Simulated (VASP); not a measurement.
# ZnS (F-43m) in VASP: notebook, part 2 of 3

VASP 6.6.1. The steps go on from the part before.

## 3. Single point, r2SCAN

This run uses another cell than the first one, of 20.52 Å³/atom, 1.020 times its volume.

The input, POSCAR:

```
ZnS
1.0
    0.0000000000      2.7375567091      2.7375567091
    2.7375567091      0.0000000000      2.7375567091
    2.7375567091      2.7375567091      0.0000000000
Zn S
1 1
Direct
    0.7500000000      0.7500000000      0.7500000000
    0.0000000000      0.0000000000      0.0000000000
```

The input, INCAR.step1:

```
SYSTEM = ZnS
PREC     = Accurate       ! precision mode
ENCUT    = 520            ! plane-wave cutoff, eV
ISMEAR   = -1             ! smearing method
SIGMA    = 0.05           ! smearing width, eV
LREAL    = .False.        ! projectors in reciprocal space
LASPH    = .True.         ! aspherical terms in the spheres
NELM     = 60             ! most SCF steps
NBANDS   = 16             ! bands
GGA      = PE             ! functional
ALGO     = Normal         ! electronic algorithm
EDIFF    = 1E-4           ! SCF threshold, eV
LWAVE    = .True.         ! write WAVECAR
LCHARG   = .False.        ! write CHGCAR
```

The input, INCAR.step2:

```
SYSTEM = ZnS
PREC     = Accurate       ! precision mode
ENCUT    = 520            ! plane-wave cutoff, eV
EDIFF    = 1E-6           ! SCF threshold, eV
ISMEAR   = -1             ! smearing method
SIGMA    = 0.05           ! smearing width, eV
LREAL    = .False.        ! projectors in reciprocal space
LASPH    = .True.         ! aspherical terms in the spheres
NELM     = 60             ! most SCF steps
ALGO     = Normal         ! electronic algorithm
ISIF     = 2              ! what is computed and relaxed
LWAVE    = .False.        ! write WAVECAR
LCHARG   = .False.        ! write CHGCAR
METAGGA  = R2SCAN         ! meta-GGA
LMIXTAU  = .True.       
NBANDS   = 16             ! bands
ISTART   = 1
```

The input, KPOINTS:

```
Automatic mesh
0
Gamma
  9 9 9
  0 0 0
```

Potentials or basis: VASP PAW PBE potentials, release 64 (Zn, S).

Started as:

```console
> cat potpaw_PBE.64/Zn/POTCAR potpaw_PBE.64/S/POTCAR > POTCAR
> cp INCAR.step1 INCAR
> mpirun -np 1 vasp_std > vasp.out
> cp INCAR.step2 INCAR
> mpirun -np 1 vasp_std > vasp.out
```

OUTCAR:

```text
SYSTEM = ZnS
   PREC = Accurate
   ENCUT = 520
   EDIFF = 1E-6
   ISMEAR = -1
   LREAL = .False.
   LASPH = .True.
   NELM = 60
   ISIF = 2
   METAGGA = R2SCAN
   ISTART = 1

 ion  position               nearest neighbor table
   1  0.750  0.750  0.750-   2 2.37   2 2.37   2 2.37   2 2.37
   2  0.000  0.000  0.000-   1 2.37   1 2.37   1 2.37   1 2.37

  LATTYP: Found a face centered cubic cell.
 ALAT       =     5.4751134182

  Lattice vectors:

 A1 = (   0.0000000000,   2.7375567091,   2.7375567091)
 A2 = (   2.7375567091,   0.0000000000,   2.7375567091)
 A3 = (   2.7375567091,   2.7375567091,   0.0000000000)

Analysis of symmetry for initial positions (statically):
=====================================================================
 Subroutine PRICEL returns:
 Original cell was already a primitive cell.

 Routine SETGRP: Setting up the symmetry group for a
 face centered cubic supercell.

 Subroutine GETGRP returns: Found 24 space group operations
 (whereof 24 operations were pure point group operations)
 out of a pool of 48 trial point group operations.

The static configuration has the point symmetry T_d .

Analysis of symmetry for dynamics (positions and initial velocities):
=====================================================================
 Subroutine PRICEL returns:
 Original cell was already a primitive cell.

 Routine SETGRP: Setting up the symmetry group for a
 face centered cubic supercell.

 Subroutine GETGRP returns: Found 24 space group operations
 (whereof 24 operations were pure point group operations)
 out of a pool of 48 trial point group operations.

The dynamic configuration has the point symmetry T_d .

 Subroutine INISYM returns: Found 24 space group operations
 (whereof 24 operations are pure point group operations),
 and found     1 'primitive' translations

----------------------------------------------------------------------------------------

                                     Primitive cell

  volume of cell :      41.0317

  direct lattice vectors                    reciprocal lattice vectors
     0.000000000  2.737556709  2.737556709    -0.182644618  0.182644618  0.182644618
     2.737556709  0.000000000  2.737556709     0.182644618 -0.182644618  0.182644618
     2.737556709  2.737556709  0.000000000     0.182644618  0.182644618 -0.182644618

  length of vectors
     3.871489826  3.871489826  3.871489826     0.316349758  0.316349758  0.316349758

  position of ions in fractional coordinates (direct lattice)
     0.750000000  0.750000000  0.750000000
     0.000000000  0.000000000  0.000000000

  ion indices of the primitive-cell ions
   primitive index   ion index
                 1           1
                 2           2

----------------------------------------------------------------------------------------

 KPOINTS: Automatic mesh

Automatic generation of k-mesh.
 Grid dimensions read from file:
 generate k-points for:    9    9    9

 Generating k-lattice:

  Cartesian coordinates                     Fractional coordinates (reciprocal lattice)
    -0.020293846  0.020293846  0.020293846     0.111111111  0.000000000  0.000000000
     0.020293846 -0.020293846  0.020293846     0.000000000  0.111111111  0.000000000
     0.020293846  0.020293846 -0.020293846     0.000000000  0.000000000  0.111111111

  Length of vectors
     0.035149973  0.035149973  0.035149973

  Shift w.r.t. Gamma in fractional coordinates (k-lattice)
     0.000000000  0.000000000  0.000000000

 Subroutine IBZKPT returns following result:
 ===========================================

 Found     35 irreducible k-points:

 Following reciprocal coordinates:
            Coordinates               Weight
  0.000000  0.000000  0.000000      1.000000
  0.111111  0.000000  0.000000      8.000000
  0.222222  0.000000  0.000000      8.000000
  0.333333  0.000000  0.000000      8.000000
  0.444444  0.000000  0.000000      8.000000
  0.111111  0.111111  0.000000      6.000000
[... 16 lines left out ...]
 -0.333333  0.333333  0.000000     12.000000
  0.444444  0.444444  0.000000      6.000000
 [... further k-points ...]
   k-points           NKPTS =     35   k-points in BZ     NKDIM =     35   number of bands    NBANDS=     16
   number of dos      NEDOS =    301   number of ions     NIONS =      2
   total plane-waves  NPLWV =  27000
   dimension x,y,z NGX =    30 NGY =   30 NGZ =   30
   dimension x,y,z NGXF=    60 NGYF=   60 NGZF=   60
   ions per type =               1   1
   NGX,Y,Z   is equivalent  to a cutoff of  12.88, 12.88, 12.88 a.u.
   NGXF,Y,Z  is equivalent  to a cutoff of  25.76, 25.76, 25.76 a.u.
 SYSTEM =  ZnS
   PREC   = accura    normal or accurate (medium, high low for compatibility)
   ISTART =      1    job   : 0-new  1-cont  2-samecut
   ICHARG =      0    charge: 1-file 2-atom 10-const
   ISPIN  =      1    spin polarized calculation?
   LNONCOLLINEAR =      F non collinear calculations
   LSORBIT =      F    spin-orbit coupling
   LASPH  =      T    aspherical Exc in radial PAW
   ENCUT  =  520.0 eV  38.22 Ry    6.18 a.u.   7.20  7.20  7.20*2*pi/ulx,y,z
   NELM   =     60;   NELMIN=  2; NELMDL=  0     # of ELM steps
   EDIFF  = 0.1E-05   stopping-criterion for ELM
   LREAL  =      F    real-space projection
   EDIFFG = 0.1E-04   stopping-criterion for IOM
   NSW    =      0    number of steps for IOM
   IBRION =     -1    ionic relax: 0-MD 1-quasi-New 2-CG
   NFREE  =      0    steps in history (QN), initial steepest desc. (CG)
   ISIF   =      2    stress and relaxation
   ISYM   =      2    0-nonsym 1-usesym 2-fastsym
   POTIM  = 0.5000    time-step for ionic-motion
   TEBEG  =    0.0;   TEEND  =   0.0 temperature during run
   PSTRESS=    0.0 pullay stress
   NELECT =      18.0000    total number of electrons
   NUPDOWN=      -1.0000    fix difference up-down
   EMIN   =  10.00;   EMAX   =-10.00  energy-range for DOS
   EFERMI =   0.00;   METHOD = LEGACY
   ISMEAR =    -1;   SIGMA  =   0.05  broadening in eV -4-tet -1-fermi 0-gaus
   EFERMI_NEDOS =   21; number of points for ismear=-14 and -15
   IALGO  =     38    algorithm
   IMIX   =      4    mixing-type and parameters
     AMIX     =   0.40;   BMIX     =  1.00
     AMIX_MAG =   1.60;   BMIX_MAG =  1.00
  volume/ion in A,a.u.               =      20.52       138.45
  Fermi-wavevector in a.u.,A,eV,Ry     =   1.243920  2.350668 21.052806  1.547338
  Thomas-Fermi vector in A             =   2.378210
   LORBIT       =      0    0 simple, 1 ext, 2 COOP (PROOUT), +10 PAW based schemes
   METAGGA = R2SCAN    functional components
   LHFCALC =     F    Hartree Fock is set to
   AEXX    =    0.0000 exact exchange contribution
   IVDW    =     0    specifies the selected vdW correction
   LEPSILON=     F    determine dielectric tensor
   LRPA    =     F    only Hartree local field effects (RPA)
 non-spin polarized calculation
  energy-cutoff  :      520.00
  volume of cell :       41.03
 maximum number of plane-waves:      1125
 NGX is ok and might be reduce to    30
   NGX = 15   NGY = 15   NGZ = 15

 number of electron      18.0000000 magnetization

 Free energy of the ion-electron system (eV)
  ---------------------------------------------------
  ext. energy  EPLUGINS =         0.00000000
  ---------------------------------------------------
  free energy    TOTEN  =       -18.84579851 eV

  energy without entropy =      -18.84579851  energy(sigma->0) =      -18.84579851

 E-fermi :   2.4910     XC(G=0): -10.0871

 val. band max:        1.4707520978   @ k =   0.0000   0.0000   0.0000
 cond. band min:       3.9639865177   @ k =   0.0000   0.0000   0.0000
 fundamental gap:      2.4932344199
 Fermi energy:         2.4909824129

 k-point     1 :       0.0000    0.0000    0.0000
  band No.  band energies     occupation
      1     -11.9295      2.00000
      2      -4.8806      2.00000
      3      -4.8806      2.00000
      4      -4.8806      2.00000
      5      -4.3845      2.00000
      6      -4.3845      2.00000
[... 8 lines left out ...]
     15      13.7291      0.00000
     16      13.7636      0.00000

 k-point     2 :       0.1111    0.0000    0.0000
  band No.  band energies     occupation
      1     -11.8409      2.00000
      2      -4.8756      2.00000
      3      -4.8643      2.00000
      4      -4.8643      2.00000
      5      -4.3857      2.00000
      6      -4.3857      2.00000
[... 8 lines left out ...]
     15      13.2145      0.00000
     16      14.4719      0.00000
[... 387 lines left out ...]
      5      -4.3705      2.00000
      6      -4.1235      2.00000
[... 8 lines left out ...]
     15      13.6785      0.00000
     16      18.5232      0.00000

 k-point    24 :       0.4444    0.4444    0.0000
  band No.  band energies     occupation
      1     -10.8044      2.00000
      2      -4.8503      2.00000
      3      -4.5647      2.00000
      4      -4.5647      2.00000
      5      -4.3170      2.00000
      6      -4.2363      2.00000
[... 8 lines left out ...]
     15      15.6704      0.00000
     16      17.0582      0.00000

 [... further k-points ...]
[... 5 lines left out ...]
  --------------------------------------------------------------------------------------
  -------------------------------------------------------------------------------------
  Total       -0.8578792     -0.8578792     -0.8578792      0.0000000      0.0000000      0.0000000
  in kB      -33.4978811    -33.4978811    -33.4978811      0.0000000      0.0000000      0.0000000
  external PRESSURE =     -33.4978811 kB  Pullay stress =       0.0000000 kB

 VOLUME and BASIS-vectors are now :
 -----------------------------------------------------------------------------
  energy-cutoff  :      520.00
  volume of cell :       41.03
      direct lattice vectors                 reciprocal lattice vectors
     0.000000000  2.737556709  2.737556709    -0.182644618  0.182644618  0.182644618
     2.737556709  0.000000000  2.737556709     0.182644618 -0.182644618  0.182644618
     2.737556709  2.737556709  0.000000000     0.182644618  0.182644618 -0.182644618

 POSITION                                       TOTAL-FORCE (eV/Angst)
 -----------------------------------------------------------------------------------
      4.10634      4.10634      4.10634        -0.000000     -0.000000     -0.000000
      0.00000      0.00000      0.00000         0.000000      0.000000      0.000000
 -----------------------------------------------------------------------------------
    total drift:                                0.000016      0.000016      0.000016

  FREE ENERGIE OF THE ION-ELECTRON SYSTEM (eV)
  ---------------------------------------------------
  free  energy   TOTEN  =       -18.8457985078 eV

  energy  without entropy=      -18.8457985078  energy(sigma->0) =      -18.84579851
```

It took 1.7 min on 1 thread of AMD EPYC 7R43 (Zen 3), shared host; peak memory 0.14 GiB.

What came out:

```yaml
Free_energy: -18.8458 eV
Pressure: -3.3 GPa
Band_gap_on_the_k_mesh: 2.49 eV, direct
```

Caveat: the PAW data sets were made with another functional, which shifts forces and pressure a little. r2SCAN opens gaps a little over a GGA but as a rule still falls short of measured ones.

(Continued in part 3 of 3.)
